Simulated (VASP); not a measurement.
**Ge: single point with PBEsol**

The system is Ge.

```xyz
2
Lattice="-0.0566 2.8005 2.8005 2.8005 -0.0566 2.8005 2.8005 2.8005 -0.0566" Properties=species:S:1:pos:R:3 pbc="T T T"
Ge    2.7722    2.7722    2.7722
Ge    4.1583    4.1583    4.1583
```

This cell differs from its parent crystal: equal xy, yz and zx shear strains of -2 %.

```json
{
  "Program": "VASP 6.6.1",
  "Task": "single point",
  "Functional": "PBEsol",
  "Potentials or basis": "VASP PAW PBE potentials, release 64 (Ge_d)",
  "Cutoff": "520 eV",
  "k mesh": "11 × 11 × 11",
  "Occupations": "fermi-dirac, width 0.05 eV",
  "Spin": "no spin polarisation"
}
```

```
Pressure               : 0.8 GPa
Largest force          : 0.340 eV/Å
Band gap on the k mesh : zero (bands 14 and 15 overlap by 0.08 eV)
```

Forces on the atoms (eV/Å):
```
Ge  -0.196 -0.196 -0.196
Ge   0.196  0.196  0.196
```

Stress tensor (GPa, compression positive):
```
0.76 1.72 1.72
1.72 0.76 1.72
1.72 1.72 0.76
```

Levels at points of the mesh, in eV from the Fermi level:
| k point | band 12 | band 13 | band 14 | band 15 | band 16 | band 17 |
| --- | --- | --- | --- | --- | --- | --- |
| (0.00, 0.00, 0.00) | -0.02 | 0.01 | 0.01 | 0.04 | 2.40 | 2.40 |

It took 3.9 min on 1 thread of AMD EPYC 7571 (shared host), peak memory 0.21 GiB.

Caveat: the cell differs from its parent crystal (equal xy, yz and zx shear strains of -2 %); semilocal functionals underestimate gaps, so a narrow gap can read as zero; the PAW data sets were made with another functional, which shifts forces and pressure a little.
